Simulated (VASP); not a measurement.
# W (C2/m) in VASP: notebook

The runs below take W through single point, with LDA.

Everything below comes from runs of VASP 6.6.1. Logs are shortened: lines on timing, memory, paths and dates and some standing lists are left out, and cuts for length are marked.

### 1 The cell of the first run

The structure is monoclinic, space group C2/m (No. 12). The conventional cell has a = 3.973 Å, b = 3.973 Å, c = 3.973 Å, α = 90.00°, β = 90.00°, γ = 90.00°. W (site symmetry m) has 12 W at 2.60 to 3.02 Å within 3.4 Å.

### 2 Single point, LDA (atoms displaced along a vibrational mode)

The input, INCAR:

```
PREC     = Accurate       # precision mode
ENCUT    = 500            # plane-wave cutoff, eV
EDIFF    = 1E-6           # SCF threshold, eV
ISMEAR   = 0              # smearing method
SIGMA    = 0.15           # smearing width, eV
LREAL    = F              # projectors in reciprocal space
LASPH    = T              # aspherical terms in the spheres
NELM     = 120            # most SCF steps
ALGO     = Normal         # electronic algorithm
ISIF     = 2              # what is computed and relaxed
LWAVE    = F              # write WAVECAR
LCHARG   = F              # write CHGCAR
GGA      = CA             # functional
NBANDS   = 21             # bands
GGA_COMPAT= F
```

The input, KPOINTS:

```
Automatic mesh
0
Gamma
  16 16 12
```

The input, POSCAR:

```
W
1.0
    0.0000000000     -1.9864787844     -1.9864787844
    0.0000000000      1.9864787844     -1.9864787844
    3.9729575688      0.0000000000      0.0000000000
W
2
Direct
    0.5203374938      0.4796625062      0.4828842874
   -0.0203374938      0.0203374938      0.0171157126
```

Potentials or basis: VASP PAW LDA potentials, release 64 (W_sv).

Launch:

```bash
$ cat potpaw_LDA.64/W_sv/POTCAR > POTCAR
$ mpirun -np 1 vasp_std > vasp.out
```

OUTCAR:

```text
PREC = Accurate
   ENCUT = 500
   EDIFF = 1E-6
   ISMEAR = 0
   LREAL = F
   LASPH = T
   NELM = 120
   ISIF = 2
   GGA = CA

 ion  position               nearest neighbor table
   1  0.520  0.480  0.483-   2 2.60   2 2.72   2 2.72   2 2.80   2 2.84   2 2.91   2 2.91   2 3.02

   2  0.980  0.020  0.017-   1 2.60   1 2.72   1 2.72   1 2.80   1 2.84   1 2.91   1 2.91   1 3.02

  LATTYP: Found a simple tetragonal cell.
 ALAT       =     2.8093052383
 C/A-ratio  =     1.4142135624

  Lattice vectors:

 A1 = (   0.0000000000,  -1.9864787844,  -1.9864787844)
 A2 = (   0.0000000000,   1.9864787844,  -1.9864787844)
 A3 = (   3.9729575688,   0.0000000000,   0.0000000000)

Analysis of symmetry for initial positions (statically):
=====================================================================
 Subroutine PRICEL returns:
 Original cell was already a primitive cell.

 Routine SETGRP: Setting up the symmetry group for a
 simple tetragonal supercell.

 Subroutine GETGRP returns: Found  4 space group operations
 (whereof  2 operations were pure point group operations)
 out of a pool of 16 trial point group operations.

The static configuration has the point symmetry C_1h.
 The point group associated with its full space group is C_2h.

Analysis of symmetry for dynamics (positions and initial velocities):
=====================================================================
 Subroutine PRICEL returns:
 Original cell was already a primitive cell.

 Routine SETGRP: Setting up the symmetry group for a
 simple tetragonal supercell.

 Subroutine GETGRP returns: Found  4 space group operations
 (whereof  2 operations were pure point group operations)
 out of a pool of 16 trial point group operations.

The dynamic configuration has the point symmetry C_1h.
 The point group associated with its full space group is C_2h.

 Subroutine INISYM returns: Found  4 space group operations
 (whereof  2 operations are pure point group operations),
 and found     1 'primitive' translations

----------------------------------------------------------------------------------------

                                     Primitive cell

  volume of cell :      31.3554

  direct lattice vectors                    reciprocal lattice vectors
     0.000000000 -1.986478784 -1.986478784     0.000000000 -0.251701656 -0.251701656
     0.000000000  1.986478784 -1.986478784     0.000000000  0.251701656 -0.251701656
     3.972957569  0.000000000  0.000000000     0.251701656  0.000000000  0.000000000

  length of vectors
     2.809305238  2.809305238  3.972957569     0.355959896  0.355959896  0.251701656

  position of ions in fractional coordinates (direct lattice)
     0.520337494  0.479662506  0.482884287
     0.979662506  0.020337494  0.017115713

  ion indices of the primitive-cell ions
   primitive index   ion index
                 1           1
                 2           2

----------------------------------------------------------------------------------------

 KPOINTS: Automatic mesh

Automatic generation of k-mesh.
 Grid dimensions read from file:
 generate k-points for:   16   16   12

 Generating k-lattice:

  Cartesian coordinates                     Fractional coordinates (reciprocal lattice)
     0.000000000 -0.015731354 -0.015731354     0.062500000  0.000000000  0.000000000
     0.000000000  0.015731354 -0.015731354     0.000000000  0.062500000  0.000000000
     0.020975138  0.000000000  0.000000000     0.000000000  0.000000000  0.083333333

  Length of vectors
     0.022247493  0.022247493  0.020975138

  Shift w.r.t. Gamma in fractional coordinates (k-lattice)
     0.000000000  0.000000000  0.000000000

 Subroutine IBZKPT returns following result:
 ===========================================

 Found    826 irreducible k-points:

 Following reciprocal coordinates:
            Coordinates               Weight
  0.000000  0.000000  0.000000      1.000000
  0.062500  0.000000  0.000000      4.000000
  0.125000  0.000000  0.000000      4.000000
  0.187500  0.000000  0.000000      4.000000
  0.250000  0.000000  0.000000      4.000000
  0.312500  0.000000  0.000000      4.000000
[... 16 lines left out ...]
 -0.062500  0.437500  0.000000      4.000000
  0.500000  0.062500  0.000000      4.000000
 [... further k-points ...]
   k-points           NKPTS =    826   k-points in BZ     NKDIM =    826   number of bands    NBANDS=     21
   number of dos      NEDOS =    301   number of ions     NIONS =      2
   total plane-waves  NPLWV =  12000
   dimension x,y,z NGX =    20 NGY =   20 NGZ =   30
   dimension x,y,z NGXF=    40 NGYF=   40 NGZF=   60
   ions per type =               2
   NGX,Y,Z   is equivalent  to a cutoff of  11.84, 11.84, 12.55 a.u.
   NGXF,Y,Z  is equivalent  to a cutoff of  23.67, 23.67, 25.11 a.u.
 SYSTEM =  unknown system
   PREC   = accura    normal or accurate (medium, high low for compatibility)
   ISTART =      0    job   : 0-new  1-cont  2-samecut
   ICHARG =      2    charge: 1-file 2-atom 10-const
   ISPIN  =      1    spin polarized calculation?
   LNONCOLLINEAR =      F non collinear calculations
   LSORBIT =      F    spin-orbit coupling
   LASPH  =      T    aspherical Exc in radial PAW
   ENCUT  =  500.0 eV  36.75 Ry    6.06 a.u.   5.12  5.12  7.24*2*pi/ulx,y,z
   NELM   =    120;   NELMIN=  2; NELMDL= -5     # of ELM steps
   EDIFF  = 0.1E-05   stopping-criterion for ELM
   LREAL  =      F    real-space projection
   EDIFFG = 0.1E-04   stopping-criterion for IOM
   NSW    =      0    number of steps for IOM
   IBRION =     -1    ionic relax: 0-MD 1-quasi-New 2-CG
   NFREE  =      0    steps in history (QN), initial steepest desc. (CG)
   ISIF   =      2    stress and relaxation
   ISYM   =      2    0-nonsym 1-usesym 2-fastsym
   POTIM  = 0.5000    time-step for ionic-motion
   TEBEG  =    0.0;   TEEND  =   0.0 temperature during run
   PSTRESS=    0.0 pullay stress
   NELECT =      28.0000    total number of electrons
   NUPDOWN=      -1.0000    fix difference up-down
   EMIN   =  10.00;   EMAX   =-10.00  energy-range for DOS
   EFERMI =   0.00;   METHOD = LEGACY
   ISMEAR =     0;   SIGMA  =   0.15  broadening in eV -4-tet -1-fermi 0-gaus
   EFERMI_NEDOS =   21; number of points for ismear=-14 and -15
   IALGO  =     38    algorithm
   IMIX   =      4    mixing-type and parameters
     AMIX     =   0.40;   BMIX     =  1.00
     AMIX_MAG =   1.60;   BMIX_MAG =  1.00
  volume/ion in A,a.u.               =      15.68       105.80
  Fermi-wavevector in a.u.,A,eV,Ry     =   1.576486  2.979127 33.814690  2.485310
  Thomas-Fermi vector in A             =   2.677312
   LORBIT       =      0    0 simple, 1 ext, 2 COOP (PROOUT), +10 PAW based schemes
   GGA     = CA    functional components
   LHFCALC =     F    Hartree Fock is set to
   AEXX    =    0.0000 exact exchange contribution
   IVDW    =     0    specifies the selected vdW correction
   LEPSILON=     F    determine dielectric tensor
   LRPA    =     F    only Hartree local field effects (RPA)
 non-spin polarized calculation
 Gauss-broadening in eV      SIGMA  =   0.15
  energy-cutoff  :      500.00
  volume of cell :       31.36
 maximum number of plane-waves:       830
   NGX = 11   NGY = 11   NGZ = 15

 number of electron      27.9999994 magnetization

 Free energy of the ion-electron system (eV)
  ---------------------------------------------------
  ext. energy  EPLUGINS =         0.00000000
  ---------------------------------------------------
  free energy    TOTEN  =       -27.05097647 eV

  energy without entropy =      -27.02812678  energy(sigma->0) =      -27.03955163

 E-fermi :  11.0456     XC(G=0): -13.8615

 val. band max:       11.0436188618   @ k =   0.5000  -0.0625   0.1667
 cond. band min:      11.0460119604   @ k =   0.1875   0.1250   0.0000
 fundamental gap:      0.0023930986
 Fermi energy:        11.0455891678

 k-point     1 :       0.0000    0.0000    0.0000
  band No.  band energies     occupation
      1     -62.1263      2.00000
      2     -61.9200      2.00000
      3     -27.2476      2.00000
      4     -26.4561      2.00000
      5     -26.4416      2.00000
      6     -25.9406      2.00000
[... 13 lines left out ...]
     20      17.1675      0.00000
     21      23.4136      0.00000

 k-point     2 :       0.0625    0.0000    0.0000
  band No.  band energies     occupation
      1     -62.1228      2.00000
      2     -61.9201      2.00000
      3     -27.2346      2.00000
      4     -26.4769      2.00000
      5     -26.4406      2.00000
      6     -25.9674      2.00000
[... 13 lines left out ...]
     20      17.6978      0.00000
     21      22.6155      0.00000

 k-point     3 :       0.1250    0.0000    0.0000
  band No.  band energies     occupation
      1     -62.1124      2.00000
      2     -61.9206      2.00000
      3     -27.1968      2.00000
      4     -26.5496      2.00000
      5     -26.4221      2.00000
      6     -26.0576      2.00000
[... 13 lines left out ...]
     20      18.9622      0.00000
     21      21.3639      0.00000

 k-point     4 :       0.1875    0.0000    0.0000
  band No.  band energies     occupation
      1     -62.0964      2.00000
      2     -61.9220      2.00000
      3     -27.1381      2.00000
      4     -26.6546      2.00000
      5     -26.3933      2.00000
      6     -26.1940      2.00000
[... 13 lines left out ...]
     20      20.1397      0.00000
     21      20.4183      0.00000

 k-point     5 :       0.2500    0.0000    0.0000
  band No.  band energies     occupation
      1     -62.0761      2.00000
      2     -61.9251      2.00000
      3     -27.0668      2.00000
      4     -26.7700      2.00000
      5     -26.3925      2.00000
      6     -26.3145      2.00000
[... 13 lines left out ...]
     20      19.1828      0.00000
     21      21.8749      0.00000

 k-point     6 :       0.3125    0.0000    0.0000
  band No.  band energies     occupation
      1     -62.0535      2.00000
      2     -61.9303      2.00000
      3     -27.0035      2.00000
      4     -26.8705      2.00000
      5     -26.5170      2.00000
      6     -26.2898      2.00000
[... 13 lines left out ...]
     20      18.6036      0.00000
     21      23.2344      0.00000

 k-point     7 :       0.3750    0.0000    0.0000
  band No.  band energies     occupation
      1     -62.0312      2.00000
      2     -61.9380      2.00000
      3     -26.9990      2.00000
      4     -26.9232      2.00000
      5     -26.5975      2.00000
      6     -26.2434      2.00000
[... 13 lines left out ...]
     20      18.4769      0.00000
     21      23.7819      0.00000
[... 291 lines left out ...]
      1     -62.0287      2.00000
      2     -61.9371      2.00000
      3     -26.9984      2.00000
      4     -26.9206      2.00000
      5     -26.6009      2.00000
      6     -26.2744      2.00000
[... 13 lines left out ...]
     20      18.6061      0.00000
     21      23.8279      0.00000

 k-point    21 :      -0.0625    0.3750    0.0000
  band No.  band energies     occupation
      1     -62.0286      2.00000
      2     -61.9372      2.00000
      3     -26.9949      2.00000
      4     -26.9240      2.00000
      5     -26.6005      2.00000
      6     -26.2739      2.00000
[... 13 lines left out ...]
     20      18.6321      0.00000
     21      23.7536      0.00000

 k-point    22 :       0.4375    0.0625    0.0000
  band No.  band energies     occupation
      1     -62.0103      2.00000
      2     -61.9456      2.00000
      3     -27.0281      2.00000
      4     -26.9643      2.00000
      5     -26.5889      2.00000
      6     -26.2801      2.00000
[... 13 lines left out ...]
     20      18.6027      0.00000
     21      23.3916      0.00000

 k-point    23 :      -0.0625    0.4375    0.0000
  band No.  band energies     occupation
      1     -62.0102      2.00000
      2     -61.9457      2.00000
      3     -27.0257      2.00000
      4     -26.9668      2.00000
      5     -26.5880      2.00000
      6     -26.2826      2.00000
[... 13 lines left out ...]
     20      18.6234      0.00000
     21      23.3666      0.00000

 k-point    24 :       0.5000    0.0625    0.0000
  band No.  band energies     occupation
      1     -62.0022      2.00000
      2     -61.9503      2.00000
      3     -27.0328      2.00000
      4     -26.9947      2.00000
      5     -26.5634      2.00000
      6     -26.3127      2.00000
[... 13 lines left out ...]
     20      18.4848      0.00000
     21      23.2656      0.00000

 [... further k-points ...]

------------------------ aborting loop because EDIFF is reached ----------------------------------------

  FORCE on cell =-STRESS in cart. coord.  units (eV):
  Direction    XX          YY          ZZ          XY          YZ          ZX
  --------------------------------------------------------------------------------------
  -------------------------------------------------------------------------------------
  Total        0.2395456      1.2577885      1.9314203     -0.7687024      0.0000000      0.0000000
  in kB       12.2401584     64.2697235     98.6905562    -39.2786931      0.0000000      0.0000000
  external PRESSURE =      58.4001461 kB  Pullay stress =       0.0000000 kB

 VOLUME and BASIS-vectors are now :
 -----------------------------------------------------------------------------
  energy-cutoff  :      500.00
  volume of cell :       31.36
      direct lattice vectors                 reciprocal lattice vectors
     0.000000000 -1.986478784 -1.986478784     0.000000000 -0.251701656 -0.251701656
     0.000000000  1.986478784 -1.986478784     0.000000000  0.251701656 -0.251701656
     3.972957569  0.000000000  0.000000000     0.251701656  0.000000000  0.000000000

 POSITION                                       TOTAL-FORCE (eV/Angst)
 -----------------------------------------------------------------------------------
      1.91848     -0.08080     -1.98648         1.898226      0.469545      0.000000
      0.06800     -1.90568     -1.98648        -1.898226     -0.469545      0.000000
 -----------------------------------------------------------------------------------
    total drift:                                0.000000      0.000000     -0.000000

  FREE ENERGIE OF THE ION-ELECTRON SYSTEM (eV)
  ---------------------------------------------------
  free  energy   TOTEN  =       -27.0509764678 eV

  energy  without entropy=      -27.0281267850  energy(sigma->0) =      -27.03955163
```

Wall time 2.9 min (1 thread of Intel Xeon Platinum 8488C (Sapphire Rapids), shared host); peak memory 0.46 GiB.

Results:

- Free energy: -27.0510 eV
- Pressure: 5.8 GPa
- Largest force: 1.955 eV/Å
- Band gap on the k mesh: zero (bands 14 and 15 overlap by 3.99 eV)

Forces on the atoms (eV/Å):
```
W    1.898  0.470  0.000
W   -1.898 -0.470  0.000
```

Caveat: the cell differs from its parent crystal (atoms displaced along a vibrational mode); the cell stands under pressure; spin-orbit coupling is left out, which moves the levels of the heavy elements; forces of over 1 eV/Å act on the atoms, so gaps and moduli don't describe the material at rest.

### 3 Single point, LDA (atoms displaced along a vibrational mode)

The input, INCAR:

```
SYSTEM = W
PREC = Accurate
ENCUT = 500
EDIFF = 1E-6
ISMEAR = 0
SIGMA = 0.15
LREAL = .False.
LASPH = .True.
NELM = 120
ALGO = Normal
ISIF = 2
LWAVE = .False.
LCHARG = .False.
NBANDS = 21
GGA_COMPAT = .False.
```

The input, KPOINTS:

```
Automatic mesh
0
Gamma
  16 16 12
  0 0 0
```

The input, POSCAR:

```
W
1.0
    0.0000000000     -1.9864787844     -1.9864787844
    0.0000000000      1.9864787844     -1.9864787844
    3.9729575688      0.0000000000      0.0000000000
W
2
Direct
    0.5508437345      0.4491562655      0.4828842874
   -0.0508437345      0.0508437345      0.0171157126
```

Potentials or basis: VASP PAW LDA potentials, release 64 (W_sv).

Launch:

```bash
$ cat potpaw_LDA.64/W_sv/POTCAR > POTCAR
$ mpirun -np 1 vasp_std > vasp.out
```

OUTCAR:

```text
SYSTEM = W
   PREC = Accurate
   ENCUT = 500
   EDIFF = 1E-6
   ISMEAR = 0
   LREAL = .False.
   LASPH = .True.
   NELM = 120
   ISIF = 2

 ion  position               nearest neighbor table
   1  0.551  0.449  0.483-   2 2.43   2 2.65   2 2.74   2 2.74   2 2.94   2 2.94   2 3.02   2 3.20

   2  0.949  0.051  0.017-   1 2.43   1 2.65   1 2.74   1 2.74   1 2.94   1 2.94   1 3.02   1 3.20

  LATTYP: Found a simple tetragonal cell.
 ALAT       =     2.8093052383
 C/A-ratio  =     1.4142135624
[... 767 lines left out ...]

------------------------ aborting loop because EDIFF is reached ----------------------------------------

  FORCE on cell =-STRESS in cart. coord.  units (eV):
  Direction    XX          YY          ZZ          XY          YZ          ZX
  --------------------------------------------------------------------------------------
  -------------------------------------------------------------------------------------
  Total        3.5348502      1.6925383      3.2822668     -0.3500892      0.0000000      0.0000000
  in kB      180.6216534     86.4843075    167.7152962    -17.8886495      0.0000000      0.0000000
  external PRESSURE =     144.9404191 kB  Pullay stress =       0.0000000 kB

 VOLUME and BASIS-vectors are now :
 -----------------------------------------------------------------------------
  energy-cutoff  :      500.00
  volume of cell :       31.36
      direct lattice vectors                 reciprocal lattice vectors
     0.000000000 -1.986478784 -1.986478784     0.000000000 -0.251701656 -0.251701656
     0.000000000  1.986478784 -1.986478784     0.000000000  0.251701656 -0.251701656
     3.972957569  0.000000000  0.000000000     0.251701656  0.000000000  0.000000000

 POSITION                                       TOTAL-FORCE (eV/Angst)
 -----------------------------------------------------------------------------------
      1.91848     -0.20200     -1.98648         1.706773      1.711793      0.000000
      0.06800     -1.78448     -1.98648        -1.706773     -1.711793      0.000000
 -----------------------------------------------------------------------------------
    total drift:                                0.000000     -0.000000     -0.000000

  FREE ENERGIE OF THE ION-ELECTRON SYSTEM (eV)
  ---------------------------------------------------
  free  energy   TOTEN  =       -26.8040108527 eV

  energy  without entropy=      -26.7852690930  energy(sigma->0) =      -26.79463997
```

OSZICAR:

```text
N       E                     dE             d eps       ncg     rms          rms(c)
DAV:   1     0.267477725667E+03    0.26748E+03   -0.15492E+04 34780   0.151E+03
DAV:   2    -0.190192476546E+02   -0.28650E+03   -0.27891E+03 37264   0.457E+02
DAV:   3    -0.278604850093E+02   -0.88412E+01   -0.86735E+01 39495   0.797E+01
DAV:   4    -0.279432465711E+02   -0.82762E-01   -0.82669E-01 37422   0.811E+00
DAV:   5    -0.279440589474E+02   -0.81238E-03   -0.81237E-03 39435   0.833E-01    0.311E+01
DAV:   6    -0.270552013311E+02    0.88886E+00   -0.98752E-01 37495   0.948E+00    0.133E+01
DAV:   7    -0.268123972004E+02    0.24280E+00   -0.57398E-01 38539   0.643E+00    0.569E-01
DAV:   8    -0.268043742791E+02    0.80229E-02   -0.17371E-02 36157   0.147E+00    0.153E-01
DAV:   9    -0.268040022877E+02    0.37199E-03   -0.52333E-04 40441   0.216E-01    0.659E-02
DAV:  10    -0.268040100223E+02   -0.77347E-05   -0.34810E-05 40064   0.562E-02    0.121E-02
DAV:  11    -0.268040108527E+02   -0.83035E-06   -0.31978E-06 31838   0.193E-02
   1 F= -.26804011E+02 E0= -.26794640E+02  d E =-.187418E-01
```

stdout:

```text
POSCAR found type information on POSCAR W
 POSCAR found :  1 types and       2 ions
 scaLAPACK will be used
 LDA part: xc-table for (Slater(with rela. corr.)+CA(PZ))
 , standard interpolation
 POSCAR, INCAR and KPOINTS ok, starting setup
 FFT: planning ... GRIDC
 FFT: planning ... GRID_SOFT
 FFT: planning ... GRID
 WAVECAR not read
 entering main loop
```

It took 3.9 min on 1 thread of Intel Xeon 8259CL, shared host; peak memory 0.47 GiB.

Results:

| Item | Value |
| --- | --- |
| Free energy | -26.8040 eV |
| Pressure | 14.5 GPa |
| Largest force | 2.417 eV/Å |
| Band gap on the k mesh | zero (bands 14 and 15 overlap by 4.11 eV) |

Forces on the atoms (eV/Å):
```
W    1.707  1.712  0.000
W   -1.707 -1.712  0.000
```

Caveat: the cell differs from its parent crystal (atoms displaced along a vibrational mode); the cell stands under pressure; spin-orbit coupling is left out, which moves the levels of the heavy elements; forces of over 1 eV/Å act on the atoms, so gaps and moduli don't describe the material at rest.
